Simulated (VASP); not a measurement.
# Hg3TeP3 (R32) in VASP: single point with PBE

Aim: the single point of Hg3TeP3 with PBE.

All numbers are computed with VASP 6.6.1; they aren't measurements. Logs are shortened: lines on timing, memory, paths and dates and some standing lists are left out, and cuts for length are marked.

### 1 The cell of the first run

The structure is trigonal, space group R32 (No. 155). The conventional cell has a = 7.670 Å, b = 7.670 Å, c = 11.182 Å, α = 90.00°, β = 90.00°, γ = 120.00°. Hg (site symmetry 2) has 3 P at 2.50 to 2.92 Å and 2 Hg at 3.32 Å and 2 Te at 3.47 Å within 3.5 Å. Te (site symmetry 32) has 6 P at 3.06 Å and 6 Hg at 3.47 Å within 4.0 Å. Within 3.3 Å of P (site symmetry 2) lie 3 Hg at 2.50 to 2.92 Å and 2 Te at 3.06 Å.

The cell was generated, and may not be a known phase.

### 2 Single point, PBE

Contents of INCAR:

```
PREC     = Accurate       # precision mode
ENCUT    = 520            # plane-wave cutoff, eV
EDIFF    = 1E-6           # SCF threshold, eV
ISMEAR   = 0              # smearing method
SIGMA    = 0.2            # smearing width, eV
LREAL    = False          # projectors in reciprocal space
LASPH    = True           # aspherical terms in the spheres
NELM     = 60             # most SCF steps
ALGO     = Normal         # electronic algorithm
ISIF     = 2              # what is computed and relaxed
LWAVE    = False          # write WAVECAR
LCHARG   = True           # write CHGCAR
GGA      = PE             # functional
LELF     = True           # ELF
LVHAR    = True         
NBANDS   = 38             # bands
```

Contents of KPOINTS:

```
regular mesh
0
Gamma
  3 3 3
```

Contents of POSCAR:

```
Hg3TeP3
1.0
    3.8347732785      2.2140073846      3.7273999809
   -3.8347732785      2.2140073846      3.7273999809
    0.0000000000     -4.4280147692      3.7273999809
Hg Te P
3 1 3
Direct
    0.7503977334      0.2496022666      0.0000000000
    0.0000000000      0.7503977334      0.2496022666
    0.2496022666      0.0000000000      0.7503977334
    0.5000000000      0.5000000000      0.5000000000
    0.3694180302      0.6305819698      0.0000000000
    0.0000000000      0.3694180302      0.6305819698
    0.6305819698      0.0000000000      0.3694180302
```

Potentials or basis: VASP PAW PBE potentials, release 64 (Hg, Te, P).

Run with:

```console
$ cat potpaw_PBE.64/Hg/POTCAR potpaw_PBE.64/Te/POTCAR potpaw_PBE.64/P/POTCAR > POTCAR
$ mpirun -np 1 vasp_std > vasp.out
```

OUTCAR:

```text
PREC = Accurate
   ENCUT = 520
   EDIFF = 1E-6
   ISMEAR = 0
   LREAL = False
   LASPH = True
   NELM = 60
   ISIF = 2
   GGA = PE

 ion  position               nearest neighbor table
   1  0.750  0.250  0.000-   6 2.50   7 2.50   5 2.92   3 3.32   2 3.32   4 3.47   4 3.47
   2  0.000  0.750  0.250-   5 2.50   7 2.50   6 2.92   3 3.32   1 3.32   4 3.47   4 3.47
   3  0.250  0.000  0.750-   5 2.50   6 2.50   7 2.92   2 3.32   1 3.32   4 3.47   4 3.47
   4  0.500  0.500  0.500-   5 3.06   5 3.06   7 3.06   6 3.06   7 3.06   6 3.06   2 3.47   3 3.47
                             1 3.47   1 3.47   2 3.47   3 3.47
   5  0.369  0.631  0.000-   2 2.50   3 2.50   1 2.92   4 3.06   4 3.06
   6  0.000  0.369  0.631-   1 2.50   3 2.50   2 2.92   4 3.06   4 3.06
   7  0.631  0.000  0.369-   1 2.50   2 2.50   3 2.92   4 3.06   4 3.06

  LATTYP: Found a trigonal (rhomboedric) cell.
 ALAT       =     5.7879897559
 COS(alpha) =     0.1220821627

  Lattice vectors:

 A1 = (   3.8347732785,   2.2140073846,   3.7273999809)
 A2 = (  -3.8347732785,   2.2140073846,   3.7273999809)
 A3 = (   0.0000000000,  -4.4280147692,   3.7273999809)

Analysis of symmetry for initial positions (statically):
=====================================================================
 Subroutine PRICEL returns:
 Original cell was already a primitive cell.

 Routine SETGRP: Setting up the symmetry group for a
 trigonal (rhombohedral) supercell.

 Subroutine GETGRP returns: Found  6 space group operations
 (whereof  6 operations were pure point group operations)
 out of a pool of 12 trial point group operations.

The static configuration has the point symmetry D_3 .

Analysis of symmetry for dynamics (positions and initial velocities):
=====================================================================
 Subroutine PRICEL returns:
 Original cell was already a primitive cell.

 Routine SETGRP: Setting up the symmetry group for a
 trigonal (rhombohedral) supercell.

 Subroutine GETGRP returns: Found  6 space group operations
 (whereof  6 operations were pure point group operations)
 out of a pool of 12 trial point group operations.

The dynamic configuration has the point symmetry D_3 .

 Subroutine INISYM returns: Found  6 space group operations
 (whereof  6 operations are pure point group operations),
 and found     1 'primitive' translations

----------------------------------------------------------------------------------------

                                     Primitive cell

  volume of cell :     189.8786

  direct lattice vectors                    reciprocal lattice vectors
     3.834773279  2.214007385  3.727399981     0.130385805  0.075278279  0.089427841
    -3.834773279  2.214007385  3.727399981    -0.130385805  0.075278279  0.089427841
     0.000000000 -4.428014769  3.727399981     0.000000000 -0.150556559  0.089427841

  length of vectors
     5.787989756  5.787989756  5.787989756     0.175113153  0.175113153  0.175113153

  position of ions in fractional coordinates (direct lattice)
     0.750397733  0.249602267  0.000000000
     1.000000000  0.750397733  0.249602267
     0.249602267  1.000000000  0.750397733
     0.500000000  0.500000000  0.500000000
     0.369418030  0.630581970  0.000000000
     1.000000000  0.369418030  0.630581970
     0.630581970  1.000000000  0.369418030

  ion indices of the primitive-cell ions
   primitive index   ion index
                 1           1
                 2           2
                 3           3
                 4           4
                 5           5
                 6           6
                 7           7

----------------------------------------------------------------------------------------

 KPOINTS: regular mesh

Automatic generation of k-mesh.
 Grid dimensions read from file:
 generate k-points for:    3    3    3

 Generating k-lattice:

  Cartesian coordinates                     Fractional coordinates (reciprocal lattice)
     0.043461935  0.025092760  0.029809280     0.333333333  0.000000000  0.000000000
    -0.043461935  0.025092760  0.029809280     0.000000000  0.333333333  0.000000000
     0.000000000 -0.050185520  0.029809280     0.000000000  0.000000000  0.333333333

  Length of vectors
     0.058371051  0.058371051  0.058371051

  Shift w.r.t. Gamma in fractional coordinates (k-lattice)
     0.000000000  0.000000000  0.000000000

 Subroutine IBZKPT returns following result:
 ===========================================

 Found      6 irreducible k-points:

 Following reciprocal coordinates:
            Coordinates               Weight
  0.000000  0.000000  0.000000      1.000000
  0.333333  0.000000 -0.000000      6.000000
  0.333333  0.333333 -0.000000      6.000000
 -0.333333  0.333333  0.000000      6.000000
  0.333333  0.333333  0.333333      2.000000
 -0.333333  0.333333  0.333333      6.000000
   k-points           NKPTS =      6   k-points in BZ     NKDIM =      6   number of bands    NBANDS=     38
   number of dos      NEDOS =    301   number of ions     NIONS =      7
   total plane-waves  NPLWV = 110592
   dimension x,y,z NGX =    48 NGY =   48 NGZ =   48
   dimension x,y,z NGXF=    96 NGYF=   96 NGZF=   96
   ions per type =               3   1   3
   NGX,Y,Z   is equivalent  to a cutoff of  13.79, 13.79, 13.79 a.u.
   NGXF,Y,Z  is equivalent  to a cutoff of  27.57, 27.57, 27.57 a.u.
 SYSTEM =  unknown system
   PREC   = accura    normal or accurate (medium, high low for compatibility)
   ISTART =      0    job   : 0-new  1-cont  2-samecut
   ICHARG =      2    charge: 1-file 2-atom 10-const
   ISPIN  =      1    spin polarized calculation?
   LNONCOLLINEAR =      F non collinear calculations
   LSORBIT =      F    spin-orbit coupling
   LASPH  =      T    aspherical Exc in radial PAW
   ENCUT  =  520.0 eV  38.22 Ry    6.18 a.u.  10.76 10.76 10.76*2*pi/ulx,y,z
   NELM   =     60;   NELMIN=  2; NELMDL= -5     # of ELM steps
   EDIFF  = 0.1E-05   stopping-criterion for ELM
   LREAL  =      F    real-space projection
   EDIFFG = 0.1E-04   stopping-criterion for IOM
   NSW    =      0    number of steps for IOM
   IBRION =     -1    ionic relax: 0-MD 1-quasi-New 2-CG
   NFREE  =      0    steps in history (QN), initial steepest desc. (CG)
   ISIF   =      2    stress and relaxation
   ISYM   =      2    0-nonsym 1-usesym 2-fastsym
   POTIM  = 0.5000    time-step for ionic-motion
   TEBEG  =    0.0;   TEEND  =   0.0 temperature during run
   PSTRESS=    0.0 pullay stress
   NELECT =      57.0000    total number of electrons
   NUPDOWN=      -1.0000    fix difference up-down
   EMIN   =  10.00;   EMAX   =-10.00  energy-range for DOS
   EFERMI =   0.00;   METHOD = LEGACY
   ISMEAR =     0;   SIGMA  =   0.20  broadening in eV -4-tet -1-fermi 0-gaus
   EFERMI_NEDOS =   21; number of points for ismear=-14 and -15
   IALGO  =     38    algorithm
   IMIX   =      4    mixing-type and parameters
     AMIX     =   0.40;   BMIX     =  1.00
     AMIX_MAG =   1.60;   BMIX_MAG =  1.00
  volume/ion in A,a.u.               =      27.13       183.05
  Fermi-wavevector in a.u.,A,eV,Ry     =   1.096161  2.071444 16.348345  1.201569
  Thomas-Fermi vector in A             =   2.232498
   LORBIT       =      0    0 simple, 1 ext, 2 COOP (PROOUT), +10 PAW based schemes
   GGA     = PE    functional components
   LHFCALC =     F    Hartree Fock is set to
   AEXX    =    0.0000 exact exchange contribution
   IVDW    =     0    specifies the selected vdW correction
   LEPSILON=     F    determine dielectric tensor
   LRPA    =     F    only Hartree local field effects (RPA)
 non-spin polarized calculation
 Gauss-broadening in eV      SIGMA  =   0.20
  energy-cutoff  :      520.00
  volume of cell :      189.88
 maximum number of plane-waves:      5126
 NGX is ok and might be reduce to    48
   NGX = 21   NGY = 21   NGZ = 21

 number of electron      57.0000006 magnetization

 Free energy of the ion-electron system (eV)
  ---------------------------------------------------
  ext. energy  EPLUGINS =         0.00000000
  ---------------------------------------------------
  free energy    TOTEN  =       -16.22394767 eV

  energy without entropy =      -16.12837455  energy(sigma->0) =      -16.17616111

 E-fermi :   3.2514     XC(G=0):  -9.2589

 val. band max:        3.2199177029   @ k =   0.3333   0.3333   0.3333
 cond. band min:       3.3321193014   @ k =  -0.3333   0.3333   0.3333
 fundamental gap:      0.1122015985
 Fermi energy:         3.2514192435

 k-point     1 :       0.0000    0.0000    0.0000
  band No.  band energies     occupation
      1      -9.4321      2.00000
      2      -7.0026      2.00000
      3      -7.0026      2.00000
      4      -6.6158      2.00000
      5      -4.2137      2.00000
      6      -4.2137      2.00000
[... 30 lines left out ...]
     37       8.0868      0.00000
     38       8.5472      0.00000

 k-point     2 :       0.3333    0.0000   -0.0000
  band No.  band energies     occupation
      1      -9.1547      2.00000
      2      -7.7027      2.00000
      3      -6.9719      2.00000
      4      -6.4046      2.00000
      5      -4.3626      2.00000
      6      -4.2483      2.00000
[... 30 lines left out ...]
     37       7.9510      0.00000
     38       8.4072      0.00000

 k-point     3 :       0.3333    0.3333   -0.0000
  band No.  band energies     occupation
      1      -8.9680      2.00000
      2      -7.5758      2.00000
      3      -7.0855      2.00000
      4      -6.9107      2.00000
      5      -4.2532      2.00000
      6      -4.2236      2.00000
[... 30 lines left out ...]
     37       8.0327      0.00000
     38       9.0820      0.00000

 k-point     4 :      -0.3333    0.3333    0.0000
  band No.  band energies     occupation
      1      -8.8737      2.00000
      2      -7.8004      2.00000
      3      -7.2383      2.00000
      4      -6.6277      2.00000
      5      -4.2704      2.00000
      6      -4.1832      2.00000
[... 30 lines left out ...]
     37       8.0777      0.00000
     38       9.4234      0.00000

 k-point     5 :       0.3333    0.3333    0.3333
  band No.  band energies     occupation
      1      -8.8281      2.00000
      2      -7.4043      2.00000
      3      -7.3368      2.00000
      4      -6.9896      2.00000
      5      -4.2467      2.00000
      6      -4.2377      2.00000
[... 30 lines left out ...]
     37       8.7179      0.00000
     38       8.7316      0.00000

 k-point     6 :      -0.3333    0.3333    0.3333
  band No.  band energies     occupation
      1      -8.6509      2.00000
      2      -7.7912      2.00000
      3      -7.2550      2.00000
      4      -7.0065      2.00000
      5      -4.3621      2.00000
      6      -4.1986      2.00000
[... 30 lines left out ...]
     37       7.7313      0.00000
     38       8.7373      0.00000

------------------------ aborting loop because EDIFF is reached ----------------------------------------

  FORCE on cell =-STRESS in cart. coord.  units (eV):
  Direction    XX          YY          ZZ          XY          YZ          ZX
  --------------------------------------------------------------------------------------
  -------------------------------------------------------------------------------------
  Total        0.5911939      0.5911939     -0.1277517      0.0000000      0.0000000      0.0000000
  in kB        4.9884376      4.9884376     -1.0779564      0.0000000      0.0000000      0.0000000
  external PRESSURE =       2.9663063 kB  Pullay stress =       0.0000000 kB

 VOLUME and BASIS-vectors are now :
 -----------------------------------------------------------------------------
  energy-cutoff  :      520.00
  volume of cell :      189.88
      direct lattice vectors                 reciprocal lattice vectors
     3.834773279  2.214007385  3.727399981     0.130385805  0.075278279  0.089427841
    -3.834773279  2.214007385  3.727399981    -0.130385805  0.075278279  0.089427841
     0.000000000 -4.428014769  3.727399981     0.000000000 -0.150556559  0.089427841

 POSITION                                       TOTAL-FORCE (eV/Angst)
 -----------------------------------------------------------------------------------
      1.92044      2.21401      3.72740        -0.025449      0.000000     -0.000000
     -2.87761      0.55614      3.72740         0.012725     -0.022040     -0.000000
      0.95717     -2.77015      3.72740         0.012725      0.022040     -0.000000
      0.00000      0.00000      5.59110         0.000000      0.000000     -0.000000
     -1.00150      2.21401      3.72740         0.036582      0.000000      0.000000
     -1.41663     -1.97433      3.72740        -0.018291      0.031681     -0.000000
      2.41814     -0.23968      3.72740        -0.018291     -0.031681     -0.000000
 -----------------------------------------------------------------------------------
    total drift:                                0.000000     -0.000000      0.000000

  FREE ENERGIE OF THE ION-ELECTRON SYSTEM (eV)
  ---------------------------------------------------
  free  energy   TOTEN  =       -16.2239476677 eV

  energy  without entropy=      -16.1283745537  energy(sigma->0) =      -16.17616111
```

Run time: 1.8 min. Hardware: 1 thread of Intel Xeon 8259CL, shared host; peak memory 0.34 GiB.

What came out:

* Free energy: -16.2239 eV
* Pressure: 0.3 GPa
* Largest force: 0.037 eV/Å
* Band gap on the k mesh: zero (an odd number of electrons rules out a gap without spin polarisation)

Forces on the atoms (eV/Å):
```
Hg  -0.025  0.000  0.000
Hg   0.013 -0.022  0.000
Hg   0.013  0.022  0.000
Te   0.000  0.000  0.000
P    0.037  0.000  0.000
P   -0.018  0.032  0.000
P   -0.018 -0.032  0.000
```

Caveat: the k points lie up to 0.37 Å⁻¹ apart, too coarse for converged energies and pressures of a metal; spin-orbit coupling is left out, which moves the levels of the heavy elements.

The gap in the log of VASP goes by the Fermi energy; the results here count the filled bands.